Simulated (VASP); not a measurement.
# Rb4Sn (P6/mmm) in VASP: notebook

The runs below take Rb4Sn through relaxation of cell and atoms, single point, with PBE.

Everything below comes from runs of VASP 6.6.1. Logs are shortened: lines on timing, memory, paths and dates and some standing lists are left out, and cuts for length are marked.

### 1 The cell of the first run

It takes space group P6/mmm (No. 191, hexagonal). Conventional cell: a = 6.666 Å, b = 6.666 Å, c = 5.640 Å, α = 90.00°, β = 90.00°, γ = 120.00°. Rb (site symmetry mmm) has 2 Sn at 3.33 Å and 8 Rb at 3.33 to 4.37 Å within 4.4 Å. Within 3.7 Å of Rb (site symmetry 6/mmm) lie 2 Sn at 2.82 Å. Within 3.7 Å of Sn (site symmetry 6/mmm) lie 8 Rb at 2.82 to 3.33 Å.

The cell was built from a structure type or drawn by symmetry, and may not be a known phase.

### 2 Relaxation of cell and atoms, PBE

Input file INCAR:

```
ALGO = Fast
EDIFF = 1E-7
EDIFFG = -0.04
ENCUT = 600
GGA = PE
IBRION = 2
ISIF = 3
ISMEAR = 0
LASPH = True
LCHARG = False
LREAL = False
LWAVE = False
NELM = 80
NSW = 90
PREC = Accurate
SIGMA = 0.1
```

Input file KPOINTS:

```
k-points
0
Gamma
  3 3 4
```

Input file POSCAR:

```
Rb4Sn
1.0
    6.6661661900      0.0000000000      0.0000000000
   -3.3330831000      5.7730692700      0.0000000000
    0.0000000000      0.0000000000      5.6403887400
Rb Sn
4 1
Direct
    0.5000000000      0.0000000000      0.5000000000
    0.0000000000      0.5000000000      0.5000000000
    0.5000000000      0.5000000000      0.5000000000
    0.0000000000      0.0000000000      0.0000000000
    0.0000000000      0.0000000000      0.5000000000
```

Potentials or basis: VASP PAW PBE potentials, release 64 (Rb_sv, Sn_d).

The run is started by

```
> cat potpaw_PBE.64/Rb_sv/POTCAR potpaw_PBE.64/Sn_d/POTCAR > POTCAR
> mpirun -np 1 vasp_std > vasp.out
```

OUTCAR:

```text
EDIFF = 1E-7
   EDIFFG = -0.04
   ENCUT = 600
   GGA = PE
   IBRION = 2
   ISIF = 3
   ISMEAR = 0
   LASPH = True
   LREAL = False
   NELM = 80
   NSW = 90
   PREC = Accurate

 ion  position               nearest neighbor table
   1  0.500  0.000  0.500-   5 3.33   5 3.33   2 3.33   2 3.33   3 3.33   3 3.33   4 4.37   4 4.37
                             4 4.37   4 4.37   3 5.77   3 5.77   2 5.77   2 5.77
   2  0.000  0.500  0.500-   3 3.33   3 3.33   1 3.33   1 3.33   5 3.33   5 3.33   4 4.37   4 4.37
                             4 4.37   4 4.37   1 5.77   1 5.77   3 5.77   3 5.77
   3  0.500  0.500  0.500-   2 3.33   2 3.33   5 3.33   5 3.33   1 3.33   1 3.33   4 4.37   4 4.37
                             4 4.37   4 4.37   1 5.77   1 5.77   2 5.77   2 5.77
   4  0.000  0.000  0.000-   5 2.82   5 2.82   1 4.37   1 4.37   1 4.37   1 4.37   3 4.37   3 4.37
                             3 4.37   3 4.37   2 4.37   2 4.37   2 4.37   2 4.37
   5  0.000  0.000  0.500-   4 2.82   4 2.82   1 3.33   1 3.33   3 3.33   3 3.33   2 3.33   2 3.33

  LATTYP: Found a hexagonal cell.
 ALAT       =     6.6661661900
 C/A-ratio  =     0.8461218306

  Lattice vectors:

 A1 = (   6.6661661900,   0.0000000000,   0.0000000000)
 A2 = (  -3.3330831000,   5.7730692700,   0.0000000000)
 A3 = (   0.0000000000,   0.0000000000,   5.6403887400)

Analysis of symmetry for initial positions (statically):
=====================================================================
 Subroutine PRICEL returns:
 Original cell was already a primitive cell.

 Routine SETGRP: Setting up the symmetry group for a
 hexagonal supercell.

 Subroutine GETGRP returns: Found 24 space group operations
 (whereof 24 operations were pure point group operations)
 out of a pool of 24 trial point group operations.

The static configuration has the point symmetry D_6h.

Analysis of symmetry for dynamics (positions and initial velocities):
=====================================================================
 Subroutine PRICEL returns:
 Original cell was already a primitive cell.

 Routine SETGRP: Setting up the symmetry group for a
 hexagonal supercell.

 Subroutine GETGRP returns: Found 24 space group operations
 (whereof 24 operations were pure point group operations)
 out of a pool of 24 trial point group operations.

The dynamic configuration has the point symmetry D_6h.

 Subroutine INISYM returns: Found 24 space group operations
 (whereof 24 operations are pure point group operations),
 and found     1 'primitive' translations

----------------------------------------------------------------------------------------

                                     Primitive cell

  volume of cell :     217.0661

  direct lattice vectors                    reciprocal lattice vectors
     6.666166190  0.000000000  0.000000000     0.150011262  0.086609042  0.000000000
    -3.333083100  5.773069270  0.000000000     0.000000000  0.173218084  0.000000000
     0.000000000  0.000000000  5.640388740     0.000000000  0.000000000  0.177292745

  length of vectors
     6.666166190  6.666166196  5.640388740     0.173218085  0.173218084  0.177292745

  position of ions in fractional coordinates (direct lattice)
     0.500000000  0.000000000  0.500000000
     0.000000000  0.500000000  0.500000000
     0.500000000  0.500000000  0.500000000
     0.000000000  0.000000000  0.000000000
     0.000000000  0.000000000  0.500000000

  ion indices of the primitive-cell ions
   primitive index   ion index
                 1           1
                 2           2
                 3           3
                 4           4
                 5           5

----------------------------------------------------------------------------------------

 KPOINTS: k-points

Automatic generation of k-mesh.
 Grid dimensions read from file:
 generate k-points for:    3    3    4

 Generating k-lattice:

  Cartesian coordinates                     Fractional coordinates (reciprocal lattice)
     0.050003754  0.028869681  0.000000000     0.333333333  0.000000000  0.000000000
     0.000000000  0.057739361  0.000000000     0.000000000  0.333333333  0.000000000
     0.000000000  0.000000000  0.044323186     0.000000000  0.000000000  0.250000000

  Length of vectors
     0.057739362  0.057739361  0.044323186

  Shift w.r.t. Gamma in fractional coordinates (k-lattice)
     0.000000000  0.000000000  0.000000000

 Subroutine IBZKPT returns following result:
 ===========================================

 Found      9 irreducible k-points:

 Following reciprocal coordinates:
            Coordinates               Weight
  0.000000  0.000000  0.000000      1.000000
  0.333333  0.000000  0.000000      6.000000
  0.333333  0.333333  0.000000      2.000000
  0.000000  0.000000  0.250000      2.000000
  0.333333  0.000000  0.250000     12.000000
  0.333333  0.333333  0.250000      4.000000
  0.000000  0.000000  0.500000      1.000000
  0.333333  0.000000  0.500000      6.000000
  0.333333  0.333333  0.500000      2.000000
   k-points           NKPTS =      9   k-points in BZ     NKDIM =      9   number of bands    NBANDS=     30
   number of dos      NEDOS =    301   number of ions     NIONS =      5
   total plane-waves  NPLWV = 139968
   dimension x,y,z NGX =    54 NGY =   54 NGZ =   48
   dimension x,y,z NGXF=   108 NGYF=  108 NGZF=   96
   ions per type =               4   1
   NGX,Y,Z   is equivalent  to a cutoff of  13.47, 13.47, 14.15 a.u.
   NGXF,Y,Z  is equivalent  to a cutoff of  26.93, 26.93, 28.30 a.u.
 SYSTEM =  unknown system
   PREC   = accura    normal or accurate (medium, high low for compatibility)
   ISTART =      0    job   : 0-new  1-cont  2-samecut
   ICHARG =      2    charge: 1-file 2-atom 10-const
   ISPIN  =      1    spin polarized calculation?
   LNONCOLLINEAR =      F non collinear calculations
   LSORBIT =      F    spin-orbit coupling
   LASPH  =      T    aspherical Exc in radial PAW
   ENCUT  =  600.0 eV  44.10 Ry    6.64 a.u.  13.31 13.31 11.27*2*pi/ulx,y,z
   NELM   =     80;   NELMIN=  2; NELMDL= -5     # of ELM steps
   EDIFF  = 0.1E-06   stopping-criterion for ELM
   LREAL  =      F    real-space projection
   EDIFFG = -.4E-01   stopping-criterion for IOM
   NSW    =     90    number of steps for IOM
   IBRION =      2    ionic relax: 0-MD 1-quasi-New 2-CG
   NFREE  =      1    steps in history (QN), initial steepest desc. (CG)
   ISIF   =      3    stress and relaxation
   ISYM   =      2    0-nonsym 1-usesym 2-fastsym
   POTIM  = 0.5000    time-step for ionic-motion
   TEBEG  =    0.0;   TEEND  =   0.0 temperature during run
   PSTRESS=    0.0 pullay stress
   NELECT =      50.0000    total number of electrons
   NUPDOWN=      -1.0000    fix difference up-down
   EMIN   =  10.00;   EMAX   =-10.00  energy-range for DOS
   EFERMI =   0.00;   METHOD = LEGACY
   ISMEAR =     0;   SIGMA  =   0.10  broadening in eV -4-tet -1-fermi 0-gaus
   EFERMI_NEDOS =   21; number of points for ismear=-14 and -15
   IALGO  =     68    algorithm
   IMIX   =      4    mixing-type and parameters
     AMIX     =   0.40;   BMIX     =  1.00
     AMIX_MAG =   1.60;   BMIX_MAG =  1.00
  volume/ion in A,a.u.               =      43.41       292.97
  Fermi-wavevector in a.u.,A,eV,Ry     =   1.003539  1.896413 13.702294  1.007090
  Thomas-Fermi vector in A             =   2.136097
   LORBIT       =      0    0 simple, 1 ext, 2 COOP (PROOUT), +10 PAW based schemes
   GGA     = PE    functional components
   LHFCALC =     F    Hartree Fock is set to
   AEXX    =    0.0000 exact exchange contribution
   IVDW    =     0    specifies the selected vdW correction
   LEPSILON=     F    determine dielectric tensor
   LRPA    =     F    only Hartree local field effects (RPA)
 conjugate gradient relaxation of ions
 non-spin polarized calculation
 RMM-DIIS sequential band-by-band and
 Gauss-broadening in eV      SIGMA  =   0.10
  energy-cutoff  :      600.00
  volume of cell :      217.07
 maximum number of plane-waves:      7259
 NGX is ok and might be reduce to    54
   NGX = 27   NGY = 27   NGZ = 23

--------------------------------------- Ionic step        1  -------------------------------------------

 number of electron      50.0000003 magnetization

 Free energy of the ion-electron system (eV)
  ---------------------------------------------------
  ext. energy  EPLUGINS =         0.00000000
  ---------------------------------------------------
  free energy    TOTEN  =        -3.59695417 eV

  energy without entropy =       -3.56967527  energy(sigma->0) =       -3.58331472

------------------------ aborting loop EDIFF was not reached (unconverged)  ----------------------------

  FORCE on cell =-STRESS in cart. coord.  units (eV):
  Direction    XX          YY          ZZ          XY          YZ          ZX
  --------------------------------------------------------------------------------------
  -------------------------------------------------------------------------------------
  Total       13.1477164     13.1477164     13.8890905     -0.0000000      0.0000000      0.0000000
  in kB       97.0440625     97.0440626    102.5161876     -0.0000001      0.0000000      0.0000000
  external PRESSURE =      98.8681042 kB  Pullay stress =       0.0000000 kB

 VOLUME and BASIS-vectors are now :
 -----------------------------------------------------------------------------
  energy-cutoff  :      600.00
  volume of cell :      217.07
      direct lattice vectors                 reciprocal lattice vectors
     6.666166190  0.000000000  0.000000000     0.150011262  0.086609042  0.000000000
    -3.333083100  5.773069270  0.000000000     0.000000000  0.173218084  0.000000000
     0.000000000  0.000000000  5.640388740     0.000000000  0.000000000  0.177292745
[... 93 lines left out ...]
  energy  without entropy=       -6.9870488887  energy(sigma->0) =       -6.99103688

--------------------------------------- Ionic step        4  -------------------------------------------

 number of electron      50.0000000 magnetization

 E-fermi :  -0.1245     XC(G=0):  -5.1451

 val. band max:       -0.1838971985   @ k =   0.3333   0.0000   0.0000
 cond. band min:      -0.0188877674   @ k =   0.3333   0.3333   0.0000
 fundamental gap:      0.1650094311
 Fermi energy:        -0.1245073060

 k-point     1 :       0.0000    0.0000    0.0000
  band No.  band energies     occupation
      1     -29.0483      2.00000
      2     -29.0313      2.00000
      3     -29.0313      2.00000
      4     -28.3892      2.00000
      5     -20.9357      2.00000
      6     -20.9095      2.00000
[... 361 lines left out ...]
  energy  without entropy=       -7.0905696391  energy(sigma->0) =       -7.09555188

--------------------------------------- Ionic step        6  -------------------------------------------

 number of electron      50.0000001 magnetization

 Free energy of the ion-electron system (eV)
  ---------------------------------------------------
  ext. energy  EPLUGINS =         0.00000000
  ---------------------------------------------------
  free energy    TOTEN  =        -7.10283046 eV

  energy without entropy =       -7.09348898  energy(sigma->0) =       -7.09815972

 E-fermi :   0.1957     XC(G=0):  -5.4812

 val. band max:        0.1151536532   @ k =   0.3333   0.0000   0.0000
 cond. band min:       0.3583405281   @ k =   0.3333   0.3333   0.0000
 fundamental gap:      0.2431868749
 Fermi energy:         0.1956913771

 k-point     1 :       0.0000    0.0000    0.0000
  band No.  band energies     occupation
      1     -28.6947      2.00000
      2     -28.6655      2.00000
      3     -28.6655      2.00000
      4     -27.9321      2.00000
      5     -20.5660      2.00000
      6     -20.5285      2.00000
[... 318 lines left out ...]
  FREE ENERGIE OF THE ION-ELECTRON SYSTEM (eV)
  ---------------------------------------------------
  free  energy   TOTEN  =        -7.1028304585 eV

  energy  without entropy=       -7.0934889840  energy(sigma->0) =       -7.09815972

 reached required accuracy - stopping structural energy minimisation
```

Run time: 44 min. Hardware: 1 thread of Oxide Virtual Turin-like, shared host; peak memory 0.4 GiB.

Results:

* Free energy: -7.1028 eV
* Relaxed volume: 82.42 Å³/atom
* Relaxed cell: a = 8.225 Å, b = 8.225 Å, c = 7.034 Å, α = 90.00°, β = 90.00°, γ = 120.00°
* Space group after relaxing (to 0.1 Å): P6/mmm (No. 191)
* Energy gained by relaxing: 701.2 meV/atom
* Ionic steps: 6
* Pressure after relaxing: 0.0 GPa
* Band gap on the k mesh: zero (bands 25 and 26 overlap by 0.31 eV)

Step by step:
```
step  energy change (eV)  largest force (eV/Å)  pressure (GPa)  volume (Å³)
   1              0.0000                0.0000            9.89       217.07
   2             -3.0004                0.0000            2.05       312.57
   3             -3.3981                0.0000            0.74       360.52
   4             -3.4186                0.0000           -0.43       470.66
   5             -3.5036                0.0000           -0.08       420.98
   6             -3.5059                0.0000            0.00       412.12
```

Final structure:
```xyz
5
Lattice="8.2252 0.0000 0.0000 -4.1126 7.1233 0.0000 0.0000 0.0000 7.0339" Properties=species:S:1:pos:R:3 pbc="T T T"
Rb    4.1126    0.0000    3.5170
Rb   -2.0563    3.5616    3.5170
Rb    2.0563    3.5616    3.5170
Rb    0.0000    0.0000    0.0000
Sn    0.0000    0.0000    3.5170
```

Caveat: the k points lie up to 0.29 Å⁻¹ apart in the final cell; the volume moved by over 15 % at a fixed basis, so the end points are rough; spin-orbit coupling is left out, which moves the levels of the heavy elements.

### 3 Single point, PBE

This run uses another cell than the first one, of 83.11 Å³/atom.

Input file INCAR:

```
SYSTEM = Rb4Sn
  PREC = Accurate
  ENCUT = 520
  EDIFF = 1E-6
  ISMEAR = 0
  SIGMA = 0.1
  LREAL = .FALSE.
  LASPH = .TRUE.
  NELM = 60
  ALGO = Fast
  ISIF = 2
  LWAVE = .FALSE.
  LCHARG = .TRUE.
  GGA = PE
  LELF = .TRUE.
  LVHAR = .TRUE.
  NBANDS = 33
```

Input file KPOINTS:

```
Automatic mesh
0
G
  6 6 6
  0 0 0
```

Edit POSCAR of step 2 so:

```diff
@@ -2,5 +2,5 @@
 1.0
-    6.6661661900      0.0000000000      0.0000000000
-   -3.3330831000      5.7730692700      0.0000000000
-    0.0000000000      0.0000000000      5.6403887400
+    8.1658356993      0.0000000000      0.0000000000
+   -4.0829178496      7.0718211588      0.0000000000
+    0.0000000000      0.0000000000      7.1956456477
 Rb Sn
```

Potentials or basis: VASP PAW PBE potentials, release 64 (Rb_sv, Sn_d).

The run is started by

```
> cat potpaw_PBE.64/Rb_sv/POTCAR potpaw_PBE.64/Sn_d/POTCAR > POTCAR
> mpirun -np 1 vasp_std > vasp.out
```

OUTCAR:

```text
SYSTEM = Rb4Sn
   PREC = Accurate
   ENCUT = 520
   EDIFF = 1E-6
   ISMEAR = 0
   LREAL = .FALSE.
   LASPH = .TRUE.
   NELM = 60
   ISIF = 2
   GGA = PE

 ion  position               nearest neighbor table
   1  0.500  0.000  0.500-   5 4.08   5 4.08   3 4.08   3 4.08   2 4.08   2 4.08   4 5.44   4 5.44
                             4 5.44   4 5.44
   2  0.000  0.500  0.500-   3 4.08   3 4.08   5 4.08   5 4.08   1 4.08   1 4.08   4 5.44   4 5.44
                             4 5.44   4 5.44
   3  0.500  0.500  0.500-   2 4.08   2 4.08   1 4.08   1 4.08   5 4.08   5 4.08   4 5.44   4 5.44
                             4 5.44   4 5.44
   4  0.000  0.000  0.000-   5 3.60   5 3.60   1 5.44   1 5.44   1 5.44   1 5.44   2 5.44   2 5.44
                             2 5.44   2 5.44   3 5.44   3 5.44   3 5.44   3 5.44
   5  0.000  0.000  0.500-   4 3.60   4 3.60   1 4.08   1 4.08   2 4.08   2 4.08   3 4.08   3 4.08

  LATTYP: Found a hexagonal cell.
 ALAT       =     8.1658356993
 C/A-ratio  =     0.8811891290

  Lattice vectors:

 A1 = (   8.1658356993,   0.0000000000,   0.0000000000)
 A2 = (  -4.0829178496,   7.0718211588,   0.0000000000)
[... 186 lines left out ...]
 val. band max:        0.1741489301   @ k =   0.1667   0.1667   0.0000
 cond. band min:       0.2011676871   @ k =   0.1667   0.0000   0.1667
 fundamental gap:      0.0270187570
 Fermi energy:         0.1942101391

 k-point     1 :       0.0000    0.0000    0.0000
  band No.  band energies     occupation
      1     -28.7150      2.00000
      2     -28.6832      2.00000
      3     -28.6832      2.00000
      4     -27.9664      2.00000
      5     -20.5349      2.00000
      6     -20.5091      2.00000
[... 853 lines left out ...]
     32       2.7221      0.00000
     33       3.0287      0.00000

 [... further k-points ...]

------------------------ aborting loop because EDIFF is reached ----------------------------------------

  FORCE on cell =-STRESS in cart. coord.  units (eV):
  Direction    XX          YY          ZZ          XY          YZ          ZX
  --------------------------------------------------------------------------------------
  -------------------------------------------------------------------------------------
  Total        0.0003875      0.0003875      0.0142441      0.0000000      0.0000000      0.0000000
  in kB        0.0014940      0.0014940      0.0549217      0.0000000      0.0000000      0.0000000
  external PRESSURE =       0.0193033 kB  Pullay stress =       0.0000000 kB

 VOLUME and BASIS-vectors are now :
 -----------------------------------------------------------------------------
  energy-cutoff  :      520.00
  volume of cell :      415.53
      direct lattice vectors                 reciprocal lattice vectors
     8.165835699  0.000000000  0.000000000     0.122461440  0.070703145  0.000000000
    -4.082917850  7.071821159  0.000000000     0.000000000  0.141406291  0.000000000
     0.000000000  0.000000000  7.195645648     0.000000000  0.000000000  0.138972936

 POSITION                                       TOTAL-FORCE (eV/Angst)
 -----------------------------------------------------------------------------------
      4.08292      0.00000      3.59782        -0.000000      0.000000      0.000000
     -2.04146      3.53591      3.59782         0.000000      0.000000      0.000000
      2.04146      3.53591      3.59782        -0.000000      0.000000      0.000000
      0.00000      0.00000      0.00000        -0.000000      0.000000      0.000000
      0.00000      0.00000      3.59782         0.000000      0.000000      0.000000
 -----------------------------------------------------------------------------------
    total drift:                                0.000000     -0.000000     -0.000000

  FREE ENERGIE OF THE ION-ELECTRON SYSTEM (eV)
  ---------------------------------------------------
  free  energy   TOTEN  =        -7.1227046160 eV

  energy  without entropy=       -7.1068966990  energy(sigma->0) =       -7.11480066
```

OSZICAR:

```text
N       E                     dE             d eps       ncg     rms          rms(c)
DAV:   1     0.404750809360E+03    0.40475E+03   -0.20167E+04  1976   0.125E+03
DAV:   2     0.378211293709E+02   -0.36693E+03   -0.35637E+03  2247   0.279E+02
DAV:   3    -0.799471991972E+01   -0.45816E+02   -0.45491E+02  2732   0.106E+02
[... 12 lines left out ...]
RMM:  16    -0.712269353016E+01   -0.88531E-05   -0.94307E-05  2812   0.275E-02    0.242E-03
RMM:  17    -0.712269974613E+01   -0.62160E-05   -0.58853E-05  2599   0.194E-02    0.211E-03
RMM:  18    -0.712270224292E+01   -0.24968E-05   -0.23548E-05  2416   0.148E-02    0.184E-03
RMM:  19    -0.712270371633E+01   -0.14734E-05   -0.13426E-05  2228   0.113E-02    0.173E-03
RMM:  20    -0.712270461595E+01   -0.89963E-06   -0.66690E-06  2116   0.984E-03
   1 F= -.71227046E+01 E0= -.71148007E+01  d E =-.158079E-01
```

Wall time 16 min (1 thread of Oxide Virtual Turin-like, shared host); peak memory 0.64 GiB.

Results:

```yaml
Free_energy: -7.1227 eV
Pressure: 0.0 GPa
Band_gap_on_the_k_mesh: zero (bands 25 and 26 overlap by 0.23 eV)
```

Levels at points of the mesh, in eV from the Fermi level:
```tsv
k point	band 21	band 22	band 23	band 24	band 25	band 26	band 27	band 28	band 29	band 30
(0.00, 0.00, 0.00)	-12.20	-6.19	-1.05	-0.09	-0.09	0.14	1.00	1.22	1.22	1.84
(0.50, 0.00, 0.00)	-12.20	-6.11	-1.23	-0.44	0.03	0.10	0.59	1.60	1.85	1.86
(0.00, 0.00, 0.50)	-12.20	-6.05	-0.96	-0.52	-0.13	-0.13	0.73	1.39	1.68	1.68
(0.50, 0.00, 0.50)	-12.20	-5.97	-1.08	-0.83	-0.44	0.47	0.80	0.94	0.95	1.74
```

Caveat: spin-orbit coupling is left out, which moves the levels of the heavy elements.
